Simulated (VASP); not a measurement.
# Ti (Fm-3m) in VASP: further runs

Ti is run at these levels: LDA; tasks: single point.

Program: VASP 6.6.1. These are calculated values, not measurements. Logs are shortened: lines on timing, memory, paths and dates and some standing lists are left out, and cuts for length are marked.

## Step 1: The cell of the first run

It takes space group Fm-3m (No. 225, cubic). Conventional cell: a = 4.080 Å, b = 4.080 Å, c = 4.080 Å, α = 90.00°, β = 90.00°, γ = 90.00°. Within 3.8 Å of Ti (site symmetry m-3m) lie 12 Ti at 2.88 Å.

This isn't the form of Ti at room conditions, which is hcp.

## Step 2: Single point, LDA, collinear spin (16.97 Å³/atom)

INCAR

```
PREC     = Accurate       # precision mode
ENCUT    = 520            # plane-wave cutoff, eV
EDIFF    = 1E-6           # SCF threshold, eV
ISMEAR   = 0              # smearing method
SIGMA    = 0.15           # smearing width, eV
LREAL    = False          # projectors in reciprocal space
LASPH    = True           # aspherical terms in the spheres
NELM     = 150            # most SCF steps
ALGO     = Normal         # electronic algorithm
ISIF     = 2              # what is computed and relaxed
LWAVE    = False          # write WAVECAR
LCHARG   = True           # write CHGCAR
ISPIN    = 2              # spin polarisation
MAGMOM   = 1              # initial moments
LORBIT   = 11             # projections on sites
NUPDOWN  = 1.0            # fixed moment
LMAXMIX  = 4              # l up to which the mixer works
GGA      = CA             # functional
LELF     = True           # ELF
LVHAR    = True         
NBANDS   = 16             # bands
```

KPOINTS

```
regular mesh
0
Gamma
  22 22 22
```

POSCAR

```
Ti
1.0
    0.0000000000      2.0397865982      2.0397865982
    2.0397865982      0.0000000000      2.0397865982
    2.0397865982      2.0397865982      0.0000000000
Ti
1
Direct
    0.0000000000      0.0000000000      0.0000000000
```

Potentials or basis: VASP PAW LDA potentials, release 64 (Ti_sv).

On the command line:

```sh
$ cat potpaw_LDA.64/Ti_sv/POTCAR > POTCAR
$ mpirun -np 1 vasp_std > vasp.out
```

OUTCAR:

```text
PREC = Accurate
   ENCUT = 520
   EDIFF = 1E-6
   ISMEAR = 0
   LREAL = False
   LASPH = True
   NELM = 150
   ISIF = 2
   ISPIN = 2
   LORBIT = 11
   NUPDOWN = 1.0
   GGA = CA

 ion  position               nearest neighbor table
   1  0.000  0.000  0.000-

  LATTYP: Found a face centered cubic cell.
 ALAT       =     4.0795731964

  Lattice vectors:

 A1 = (   0.0000000000,   2.0397865982,   2.0397865982)
 A2 = (   2.0397865982,   0.0000000000,   2.0397865982)
 A3 = (   2.0397865982,   2.0397865982,   0.0000000000)

Analysis of symmetry for initial positions (statically):
=====================================================================
 Subroutine PRICEL returns:
 Original cell was already a primitive cell.

 Routine SETGRP: Setting up the symmetry group for a
 face centered cubic supercell.

 Subroutine GETGRP returns: Found 48 space group operations
 (whereof 48 operations were pure point group operations)
 out of a pool of 48 trial point group operations.

The static configuration has the point symmetry O_h .

Analysis of symmetry for dynamics (positions and initial velocities):
=====================================================================
 Subroutine PRICEL returns:
 Original cell was already a primitive cell.

 Routine SETGRP: Setting up the symmetry group for a
 face centered cubic supercell.

 Subroutine GETGRP returns: Found 48 space group operations
 (whereof 48 operations were pure point group operations)
 out of a pool of 48 trial point group operations.

The dynamic configuration has the point symmetry O_h .

Analysis of structural, dynamic, and magnetic symmetry:
=====================================================================
 Subroutine PRICEL returns:
 Original cell was already a primitive cell.

 Routine SETGRP: Setting up the symmetry group for a
 face centered cubic supercell.

 Subroutine GETGRP returns: Found 48 space group operations
 (whereof 48 operations were pure point group operations)
 out of a pool of 48 trial point group operations.

The overall configuration has the point symmetry O_h .

 Subroutine INISYM returns: Found 48 space group operations
 (whereof 48 operations are pure point group operations),
 and found     1 'primitive' translations

----------------------------------------------------------------------------------------

                                     Primitive cell

  volume of cell :      16.9740

  direct lattice vectors                    reciprocal lattice vectors
     0.000000000  2.039786598  2.039786598    -0.245123681  0.245123681  0.245123681
     2.039786598  0.000000000  2.039786598     0.245123681 -0.245123681  0.245123681
     2.039786598  2.039786598  0.000000000     0.245123681  0.245123681 -0.245123681

  length of vectors
     2.884693872  2.884693872  2.884693872     0.424566670  0.424566670  0.424566670

  position of ions in fractional coordinates (direct lattice)
     0.000000000  0.000000000  0.000000000

  ion indices of the primitive-cell ions
   primitive index   ion index
                 1           1

----------------------------------------------------------------------------------------

 KPOINTS: regular mesh

Automatic generation of k-mesh.
 Grid dimensions read from file:
 generate k-points for:   22   22   22

 Generating k-lattice:

  Cartesian coordinates                     Fractional coordinates (reciprocal lattice)
    -0.011141986  0.011141986  0.011141986     0.045454545  0.000000000  0.000000000
     0.011141986 -0.011141986  0.011141986     0.000000000  0.045454545  0.000000000
     0.011141986  0.011141986 -0.011141986     0.000000000  0.000000000  0.045454545

  Length of vectors
     0.019298485  0.019298485  0.019298485

  Shift w.r.t. Gamma in fractional coordinates (k-lattice)
     0.000000000  0.000000000  0.000000000

 Subroutine IBZKPT returns following result:
 ===========================================

 Found    328 irreducible k-points:

 Following reciprocal coordinates:
            Coordinates               Weight
  0.000000  0.000000  0.000000      1.000000
  0.045455  0.000000  0.000000      8.000000
  0.090909  0.000000  0.000000      8.000000
  0.136364  0.000000  0.000000      8.000000
  0.181818  0.000000  0.000000      8.000000
  0.227273  0.000000  0.000000      8.000000
[... 16 lines left out ...]
  0.500000  0.045455  0.000000     24.000000
 -0.454545  0.045455  0.000000     24.000000
 [... further k-points ...]
   k-points           NKPTS =    328   k-points in BZ     NKDIM =    328   number of bands    NBANDS=     16
   number of dos      NEDOS =    301   number of ions     NIONS =      1
   total plane-waves  NPLWV =  13824
   dimension x,y,z NGX =    24 NGY =   24 NGZ =   24
   dimension x,y,z NGXF=    48 NGYF=   48 NGZF=   48
   ions per type =               1
   NGX,Y,Z   is equivalent  to a cutoff of  13.83, 13.83, 13.83 a.u.
   NGXF,Y,Z  is equivalent  to a cutoff of  27.66, 27.66, 27.66 a.u.
 SYSTEM =  unknown system
   PREC   = accura    normal or accurate (medium, high low for compatibility)
   ISTART =      0    job   : 0-new  1-cont  2-samecut
   ICHARG =      2    charge: 1-file 2-atom 10-const
   ISPIN  =      2    spin polarized calculation?
   LNONCOLLINEAR =      F non collinear calculations
   LSORBIT =      F    spin-orbit coupling
   LASPH  =      T    aspherical Exc in radial PAW
   ENCUT  =  520.0 eV  38.22 Ry    6.18 a.u.   5.36  5.36  5.36*2*pi/ulx,y,z
   NELM   =    150;   NELMIN=  2; NELMDL= -5     # of ELM steps
   EDIFF  = 0.1E-05   stopping-criterion for ELM
   LREAL  =      F    real-space projection
   EDIFFG = 0.1E-04   stopping-criterion for IOM
   NSW    =      0    number of steps for IOM
   IBRION =     -1    ionic relax: 0-MD 1-quasi-New 2-CG
   NFREE  =      0    steps in history (QN), initial steepest desc. (CG)
   ISIF   =      2    stress and relaxation
   ISYM   =      2    0-nonsym 1-usesym 2-fastsym
   POTIM  = 0.5000    time-step for ionic-motion
   TEBEG  =    0.0;   TEEND  =   0.0 temperature during run
   PSTRESS=    0.0 pullay stress
   NELECT =      12.0000    total number of electrons
   NUPDOWN=       1.0000    fix difference up-down
   EMIN   =  10.00;   EMAX   =-10.00  energy-range for DOS
   EFERMI =   0.00;   METHOD = LEGACY
   ISMEAR =     0;   SIGMA  =   0.15  broadening in eV -4-tet -1-fermi 0-gaus
   EFERMI_NEDOS =   21; number of points for ismear=-14 and -15
   IALGO  =     38    algorithm
   IMIX   =      4    mixing-type and parameters
     AMIX     =   0.40;   BMIX     =  1.00
     AMIX_MAG =   1.60;   BMIX_MAG =  1.00
  volume/ion in A,a.u.               =      16.97       114.55
  Fermi-wavevector in a.u.,A,eV,Ry     =   1.458391  2.755959 28.938273  2.126903
  Thomas-Fermi vector in A             =   2.575081
   LORBIT       =     11    0 simple, 1 ext, 2 COOP (PROOUT), +10 PAW based schemes
   GGA     = CA    functional components
   LHFCALC =     F    Hartree Fock is set to
   AEXX    =    0.0000 exact exchange contribution
   IVDW    =     0    specifies the selected vdW correction
   LEPSILON=     F    determine dielectric tensor
   LRPA    =     F    only Hartree local field effects (RPA)
 spin polarized calculation
 Gauss-broadening in eV      SIGMA  =   0.15
  energy-cutoff  :      520.00
  volume of cell :       16.97
 maximum number of plane-waves:       471
 NGX is ok and might be reduce to    24
   NGX = 11   NGY = 11   NGZ = 11

 number of electron      12.0000003 magnetization       1.0000000

 Free energy of the ion-electron system (eV)
  ---------------------------------------------------
  ext. energy  EPLUGINS =         0.00000000
  ---------------------------------------------------
  free energy    TOTEN  =        -8.34564470 eV

  energy without entropy =       -8.32908203  energy(sigma->0) =       -8.33736337

 E-fermi :   7.9111     XC(G=0): -11.8741

 val. band max:        8.5318577236   @ k =  -0.2273   0.1818   0.0000
 cond. band min:       7.9115360299   @ k =   0.5000   0.2727   0.1364
 fundamental gap:     -0.6203216937
 Fermi energy:         8.5319556203

 spin component 1

 k-point     1 :       0.0000    0.0000    0.0000
  band No.  band energies     occupation
      1     -47.9644      1.00000
      2     -24.1670      1.00000
      3     -24.1670      1.00000
      4     -24.1670      1.00000
      5       1.8580      1.00000
      6       8.8210      0.00321
[... 8 lines left out ...]
     15      31.9508      0.00000
     16      33.0567      0.00000

 k-point     2 :       0.0455    0.0000    0.0000
  band No.  band energies     occupation
      1     -47.9616      1.00000
      2     -24.1828      1.00000
      3     -24.1689      1.00000
      4     -24.1689      1.00000
      5       1.9269      1.00000
      6       8.7777      0.01025
[... 8 lines left out ...]
     15      32.2840      0.00000
     16      33.0286      0.00000
[... 387 lines left out ...]
      5       5.3464      1.00000
      6       8.4931      0.64282
[... 8 lines left out ...]
     15      30.8751      0.00000
     16      30.8981      0.00000

 k-point    24 :      -0.4545    0.0455    0.0000
  band No.  band energies     occupation
      1     -47.8217      1.00000
      2     -24.9044      1.00000
      3     -24.2743      1.00000
      4     -24.2627      1.00000
      5       5.3344      1.00000
      6       8.4874      0.66293
[... 8 lines left out ...]
     15      30.7771      0.00000
     16      30.9512      0.00000

 [... further k-points ...]

 spin component 2

 k-point     1 :       0.0000    0.0000    0.0000
  band No.  band energies     occupation
      1     -47.3907      1.00000
      2     -23.5944      1.00000
      3     -23.5944      1.00000
      4     -23.5944      1.00000
      5       2.4825      1.00000
      6       9.4615      0.00000
[... 8 lines left out ...]
     15      32.4871      0.00000
     16      33.7102      0.00000

 k-point     2 :       0.0455    0.0000    0.0000
  band No.  band energies     occupation
      1     -47.3879      1.00000
      2     -23.6101      1.00000
      3     -23.5963      1.00000
      4     -23.5963      1.00000
      5       2.5514      1.00000
      6       9.4187      0.00000
[... 8 lines left out ...]
     15      32.8418      0.00000
     16      33.6817      0.00000
[... 387 lines left out ...]
      5       6.0056      1.00000
      6       9.0632      0.00000
[... 8 lines left out ...]
     15      31.4608      0.00000
     16      31.4816      0.00000

 k-point    24 :      -0.4545    0.0455    0.0000
  band No.  band energies     occupation
      1     -47.2487      1.00000
      2     -24.3282      1.00000
      3     -23.7010      1.00000
      4     -23.6894      1.00000
      5       5.9929      1.00000
      6       9.0607      0.00000
[... 8 lines left out ...]
     15      31.3598      0.00000
     16      31.5377      0.00000

 [... further k-points ...]

------------------------ aborting loop because EDIFF is reached ----------------------------------------

  FORCE on cell =-STRESS in cart. coord.  units (eV):
  Direction    XX          YY          ZZ          XY          YZ          ZX
  --------------------------------------------------------------------------------------
  -------------------------------------------------------------------------------------
  Total       -0.3423529     -0.3423529     -0.3423529     -0.0000000      0.0000000      0.0000000
  in kB      -32.3147156    -32.3147156    -32.3147156     -0.0000000      0.0000000      0.0000000
  external PRESSURE =     -32.3147156 kB  Pullay stress =       0.0000000 kB

 VOLUME and BASIS-vectors are now :
 -----------------------------------------------------------------------------
  energy-cutoff  :      520.00
  volume of cell :       16.97
      direct lattice vectors                 reciprocal lattice vectors
     0.000000000  2.039786598  2.039786598    -0.245123681  0.245123681  0.245123681
     2.039786598  0.000000000  2.039786598     0.245123681 -0.245123681  0.245123681
     2.039786598  2.039786598  0.000000000     0.245123681  0.245123681 -0.245123681

 POSITION                                       TOTAL-FORCE (eV/Angst)
 -----------------------------------------------------------------------------------
      0.00000      0.00000      0.00000         0.000000      0.000000      0.000000
 -----------------------------------------------------------------------------------
    total drift:                                0.000000      0.000000     -0.000000

  FREE ENERGIE OF THE ION-ELECTRON SYSTEM (eV)
  ---------------------------------------------------
  free  energy   TOTEN  =        -8.3456447041 eV

  energy  without entropy=       -8.3290820314  energy(sigma->0) =       -8.33736337

 total charge

# of ion       s       p       d       tot
------------------------------------------
    1        2.257   6.119   1.943  10.319

 magnetization (x)

# of ion       s       p       d       tot
------------------------------------------
    1        0.007   0.067   0.625   0.699
```

Wall time 72 s (1 thread of Intel Xeon 6975P-C (Granite Rapids), shared host); peak memory 0.23 GiB.

What came out:

* Free energy: -8.3456 eV
* Pressure: -3.2 GPa
* Net moment: 1.00 μB per cell
* Site moments: Ti +0.70 μB
* Valence electrons inside the program's atomic spheres: Ti 10.32

Caveat: the cell stands under tension; the total moment is fixed, so each spin has its own Fermi level and the state may be an excited one.

(Part 1 of 2 ends here.)
